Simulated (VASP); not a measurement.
# TePt (R-3m) in VASP: single point with r2SCAN

Aim: the single point of TePt with r2SCAN.

Program: VASP 6.6.1. These are calculated values, not measurements. Logs are shortened: lines on timing, memory, paths and dates and some standing lists are left out, and cuts for length are marked.

**1. The cell of the first run**

Symmetry: R-3m, No. 166, trigonal system. The conventional cell has a = 3.980 Å, b = 3.980 Å, c = 20.647 Å, α = 90.00°, β = 90.00°, γ = 120.00°. Within 3.4 Å of Te (site symmetry 3m) lie 3 Pt at 2.61 Å. Within 3.4 Å of Pt (site symmetry 3m) lie 3 Te at 2.61 Å and 3 Pt at 2.74 Å.

**2. Single point, r2SCAN**

Contents of POSCAR:

```
TePt
1.0
    3.9798430327      0.0000000000      0.0000000000
   -1.9899215164      3.4466451694      0.0000000000
    0.0000000000      0.0000000000     20.6474092956
Te Pt
6 6
Direct
    0.6666666667      0.3333333333      0.9290089625
    0.6666666667      0.3333333333      0.7376577042
    0.3333333333      0.6666666667      0.2623422958
    0.3333333333      0.6666666667      0.0709910375
    0.0000000000      0.0000000000      0.5956756292
    0.0000000000      0.0000000000      0.4043243708
    0.0000000000      0.0000000000      0.8692768962
    0.3333333333      0.6666666667      0.7973897704
    0.6666666667      0.3333333333      0.2026102296
    0.0000000000      0.0000000000      0.1307231038
    0.3333333333      0.6666666667      0.5359435629
    0.6666666667      0.3333333333      0.4640564371
```

Contents of INCAR.step1:

```
SYSTEM = TePt
PREC = Accurate ; ENCUT = 520
ISMEAR = 0 ; SIGMA = 0.1
LREAL = .False. ; LASPH = .True.
NELM = 100 ; NBANDS = 60
GGA = PE ; ALGO = Normal
EDIFF = 1E-4 ; LWAVE = .True.
LCHARG = .False.
```

Contents of INCAR.step2:

```
SYSTEM = TePt
PREC = Accurate ; ENCUT = 520
EDIFF = 1E-6 ; ISMEAR = 0
SIGMA = 0.1 ; LREAL = .False.
LASPH = .True. ; NELM = 100
ALGO = Normal ; ISIF = 2
LWAVE = .False. ; LCHARG = .False.
METAGGA = R2SCAN ; LMIXTAU = .True.
NBANDS = 60 ; ISTART = 1
```

Contents of KPOINTS:

```
Automatic mesh
0
Gamma
  12 12 2
  0 0 0
```

Potentials or basis: VASP PAW PBE potentials, release 64 (Te, Pt).

Command:

```console
$ cat potpaw_PBE.64/Te/POTCAR potpaw_PBE.64/Pt/POTCAR > POTCAR
$ cp INCAR.step1 INCAR
$ mpirun -np 1 vasp_std > vasp.out
$ cp INCAR.step2 INCAR
$ mpirun -np 1 vasp_std > vasp.out
```

OUTCAR:

```text
SYSTEM = TePt
   PREC = Accurate
   ENCUT = 520
   EDIFF = 1E-6
   ISMEAR = 0
   LREAL = .False.
   LASPH = .True.
   NELM = 100
   ISIF = 2
   METAGGA = R2SCAN
   ISTART = 1

 ion  position               nearest neighbor table
   1  0.667  0.333  0.929-   7 2.61   7 2.61   7 2.61   8 3.56   8 3.56   8 3.56
   2  0.667  0.333  0.738-   8 2.61   8 2.61   8 2.61   7 3.56   7 3.56   7 3.56
   3  0.333  0.667  0.262-   9 2.61   9 2.61   9 2.61  10 3.56  10 3.56  10 3.56
   4  0.333  0.667  0.071-  10 2.61  10 2.61  10 2.61   9 3.56   9 3.56   9 3.56
   5  0.000  0.000  0.596-  11 2.61  11 2.61  11 2.61  12 3.56  12 3.56  12 3.56
   6  0.000  0.000  0.404-  12 2.61  12 2.61  12 2.61  11 3.56  11 3.56  11 3.56
   7  0.000  0.000  0.869-   1 2.61   1 2.61   1 2.61   8 2.74   8 2.74   8 2.74   2 3.56   2 3.56
                             2 3.56
   8  0.333  0.667  0.797-   2 2.61   2 2.61   2 2.61   7 2.74   7 2.74   7 2.74   1 3.56   1 3.56
                             1 3.56
   9  0.667  0.333  0.203-   3 2.61   3 2.61   3 2.61  10 2.74  10 2.74  10 2.74   4 3.56   4 3.56
                             4 3.56
  10  0.000  0.000  0.131-   4 2.61   4 2.61   4 2.61   9 2.74   9 2.74   9 2.74   3 3.56   3 3.56
                             3 3.56
  11  0.333  0.667  0.536-   5 2.61   5 2.61   5 2.61  12 2.74  12 2.74  12 2.74   6 3.56   6 3.56
                             6 3.56
  12  0.667  0.333  0.464-   6 2.61   6 2.61   6 2.61  11 2.74  11 2.74  11 2.74   5 3.56   5 3.56
                             5 3.56

  LATTYP: Found a hexagonal cell.
 ALAT       =     3.9798430327
 C/A-ratio  =     5.1879958898

  Lattice vectors:

 A1 = (   3.9798430327,   0.0000000000,   0.0000000000)
 A2 = (  -1.9899215164,   3.4466451694,   0.0000000000)
 A3 = (   0.0000000000,   0.0000000000,  20.6474092956)

Analysis of symmetry for initial positions (statically):
=====================================================================
 Subroutine PRICEL returns following result:

  LATTYP: Found a trigonal (rhomboedric) cell.
 ALAT       =     7.2559015251
 COS(alpha) =     0.8495753077

  Lattice vectors:

 A1 = (   1.9899215162,  -1.1488817230,  -6.8824697666)
 A2 = (  -1.9899215159,  -1.1488817234,  -6.8824697624)
 A3 = (  -0.0000000002,   2.2977634464,  -6.8824697666)

   3 primitive cells build up your supercell.

 Routine SETGRP: Setting up the symmetry group for a
 hexagonal supercell.

[... 143 lines left out ...]
   PSTRESS=    0.0 pullay stress
   NELECT =      96.0000    total number of electrons
   NUPDOWN=      -1.0000    fix difference up-down
   EMIN   =  10.00;   EMAX   =-10.00  energy-range for DOS
   EFERMI =   0.00;   METHOD = LEGACY
   ISMEAR =     0;   SIGMA  =   0.10  broadening in eV -4-tet -1-fermi 0-gaus
   EFERMI_NEDOS =   21; number of points for ismear=-14 and -15
   IALGO  =     38    algorithm
   IMIX   =      4    mixing-type and parameters
     AMIX     =   0.40;   BMIX     =  1.00
     AMIX_MAG =   1.60;   BMIX_MAG =  1.00
  volume/ion in A,a.u.               =      23.60       159.27
  Fermi-wavevector in a.u.,A,eV,Ry     =   1.141447  2.157023 17.727058  1.302902
  Thomas-Fermi vector in A             =   2.278147
   LORBIT       =      0    0 simple, 1 ext, 2 COOP (PROOUT), +10 PAW based schemes
   METAGGA = R2SCAN    functional components
   LHFCALC =     F    Hartree Fock is set to
   AEXX    =    0.0000 exact exchange contribution
   IVDW    =     0    specifies the selected vdW correction
   LEPSILON=     F    determine dielectric tensor
   LRPA    =     F    only Hartree local field effects (RPA)
 non-spin polarized calculation
 Gauss-broadening in eV      SIGMA  =   0.10
  energy-cutoff  :      520.00
  volume of cell :      283.22
 maximum number of plane-waves:      7684
 NGX is ok and might be reduce to    30
   NGX = 15   NGY = 15   NGZ = 77

 number of electron      96.0000005 magnetization

 Free energy of the ion-electron system (eV)
  ---------------------------------------------------
  ext. energy  EPLUGINS =         0.00000000
  ---------------------------------------------------
  free energy    TOTEN  =      -466.21874731 eV

  energy without entropy =     -466.19173704  energy(sigma->0) =     -466.20524217

 E-fermi :   7.7219     XC(G=0): -11.3062

 val. band max:        7.7102271044   @ k =   0.4167   0.0833   0.5000
 cond. band min:       7.7375037698   @ k =   0.5000   0.0000   0.0000
 fundamental gap:      0.0272766654
 Fermi energy:         7.7218680512

 k-point     1 :       0.0000    0.0000    0.0000
  band No.  band energies     occupation
      1      -5.8575      2.00000
      2      -5.5914      2.00000
      3      -5.5914      2.00000
      4      -4.9296      2.00000
      5      -4.9296      2.00000
      6      -4.4952      2.00000
[... 1501 lines left out ...]
     59      12.2473      0.00000
     60      12.8125      0.00000

 [... further k-points ...]

------------------------ aborting loop because EDIFF is reached ----------------------------------------

  FORCE on cell =-STRESS in cart. coord.  units (eV):
  Direction    XX          YY          ZZ          XY          YZ          ZX
  --------------------------------------------------------------------------------------
  -------------------------------------------------------------------------------------
  Total       -0.1816702     -0.1816702     -0.0518826      0.0000000      0.0000000      0.0000000
  in kB       -1.0276998     -1.0276998     -0.2934976      0.0000000      0.0000000      0.0000000
  external PRESSURE =      -0.7829657 kB  Pullay stress =       0.0000000 kB

 VOLUME and BASIS-vectors are now :
 -----------------------------------------------------------------------------
  energy-cutoff  :      520.00
  volume of cell :      283.22
      direct lattice vectors                 reciprocal lattice vectors
     3.979843033  0.000000000  0.000000000     0.251266191  0.145068603  0.000000000
    -1.989921516  3.446645169  0.000000000     0.000000000  0.290137206  0.000000000
     0.000000000  0.000000000 20.647409296     0.000000000  0.000000000  0.048432226

 POSITION                                       TOTAL-FORCE (eV/Angst)
 -----------------------------------------------------------------------------------
      1.98992      1.14888     19.18163         0.000000      0.000000     -0.005621
      1.98992      1.14888     15.23072        -0.000000     -0.000000      0.005621
     -0.00000      2.29776      5.41669         0.000000      0.000000     -0.005621
     -0.00000      2.29776      1.46578        -0.000000     -0.000000      0.005621
      0.00000      0.00000     12.29916         0.000000     -0.000000     -0.005621
      0.00000      0.00000      8.34825        -0.000000      0.000000      0.005621
      0.00000      0.00000     17.94832         0.000000     -0.000000      0.037351
     -0.00000      2.29776     16.46403         0.000000      0.000000     -0.037351
      1.98992      1.14888      4.18338         0.000000     -0.000000      0.037351
      0.00000      0.00000      2.69909         0.000000      0.000000     -0.037351
     -0.00000      2.29776     11.06585         0.000000      0.000000      0.037351
      1.98992      1.14888      9.58156        -0.000000      0.000000     -0.037351
 -----------------------------------------------------------------------------------
    total drift:                                0.000000     -0.000000      0.000000

  FREE ENERGIE OF THE ION-ELECTRON SYSTEM (eV)
  ---------------------------------------------------
  free  energy   TOTEN  =      -466.2187473117 eV

  energy  without entropy=     -466.1917370358  energy(sigma->0) =     -466.20524217
```

OUTCAR.step1:

```text
SYSTEM = TePt
   PREC = Accurate
   ENCUT = 520
   ISMEAR = 0
   LREAL = .False.
   LASPH = .True.
   NELM = 100
[... 1785 lines left out ...]
      0.00000      0.00000      2.69909         0.000000      0.000000      0.036746
     -0.00000      2.29776     11.06585         0.000000      0.000000     -0.036746
      1.98992      1.14888      9.58156         0.000000     -0.000000      0.036746
 -----------------------------------------------------------------------------------
    total drift:                                0.000000     -0.000000      0.000000

  FREE ENERGIE OF THE ION-ELECTRON SYSTEM (eV)
  ---------------------------------------------------
  free  energy   TOTEN  =       -59.5503822411 eV

  energy  without entropy=      -59.5209735833  energy(sigma->0) =      -59.53567791
```

Run time: 67 min. Hardware: 1 thread of Oxide Virtual Turin-like, shared host; peak memory 0.68 GiB.

Results:

* Free energy: -466.2187 eV
* Pressure: -0.1 GPa
* Largest force: 0.037 eV/Å
* Band gap on the k mesh: zero (bands 48 and 49 overlap by 2.55 eV)

Forces in eV/Å, atoms in the order of the input:
```
Te   0.000  0.000 -0.006
Te   0.000  0.000  0.006
Te   0.000  0.000 -0.006
Te   0.000  0.000  0.006
Te   0.000  0.000 -0.006
Te   0.000  0.000  0.006
Pt   0.000  0.000  0.037
Pt   0.000  0.000 -0.037
Pt   0.000  0.000  0.037
Pt   0.000  0.000 -0.037
Pt   0.000  0.000  0.037
Pt   0.000  0.000 -0.037
```

Caveat: the PAW data sets were made with another functional, which shifts forces and pressure a little; spin-orbit coupling is left out, which moves the levels of the heavy elements.
